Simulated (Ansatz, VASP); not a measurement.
# Two plane-wave programs on TaN

INCAR

```
SYSTEM = TaN
ALGO = Normal
EDIFF = 1E-8
ENCUT = 520
GGA = PE
ISIF = 2
ISMEAR = -1
LASPH = .True.
LCHARG = .False.
LEFG = .True.
LREAL = .False.
LWAVE = .False.
NBANDS = 15
NELM = 60
PREC = Accurate
SIGMA = 0.02
```

The input KPOINTS:

```
k-points
0
Gamma
  12 12 10
  0 0 0
```

Contents of POSCAR:

```
TaN
1.0
    2.9766611718      0.0000000000      0.0000000000
   -1.4883305859      2.5778641933      0.0000000000
    0.0000000000      0.0000000000      2.9209385612
Ta N
1 1
Direct
    0.3333333333      0.6666666667      0.5000000000
    0.0000000000      0.0000000000      0.0000000000
```

Input for Ansatz:

```yaml
crystal:
  lattice:
    - [2.9766611718, 0.0, 0.0]
    - [-1.4883305859, 2.5778641933, 0.0]
    - [0.0, 0.0, 2.9209385612]
  atoms:
    - { symbol: Ta, position: [0.3333333333, 0.6666666667, 0.5] }
    - { symbol: "N", position: [0.0, 0.0, 0.0] }
kpoints:
  mp_grid: { grid: [12, 12, 10] }
scf:
  occupations: { method: fermi_dirac, width: 0.02 }
hamiltonian:
  xc: pbe
  pseudopotentials: { kind: paw }
output:
  forces: true
  stress: true
  eigenvalues: true
  efg: { contact_densities: true }
```

Change from the starting cell: volume scaled by 1.04, PAW files.

Alike in both runs: task electric field gradients; functional PBE; k mesh 12 × 12 × 10; occupations fermi-dirac, width 0.02 eV; no spin polarisation.

|  | VASP | Ansatz |
| --- | --- | --- |
| version | VASP 6.6.1 | Ansatz 0.2.0 |
| potentials or method | VASP PAW PBE potentials, release 64 (Ta_pv, N) | PAW with Ansatz's default frozen-core files, scalar-relativistic |
| plane-wave cutoff (eV) | 520 | 420 |
| valence electrons in the cell | 16 | 18 |

|  | VASP | Ansatz | Ansatz less VASP |
| --- | --- | --- | --- |
| pressure (GPa) | -7.7 | -8.2 | -0.57 |
| traceless stress, the component that is largest in VASP (GPa) | -0.18 | -0.27 | -0.098 |
| size of Vzz on the site where it differs most (V/Å²) | 24.5 | 57.9 | +33.48 |

VASP's potentials hold 16 valence electrons a cell and Ansatz's 18, so a difference there can come from the potentials and not from the codes.

Spin-orbit coupling is off throughout.
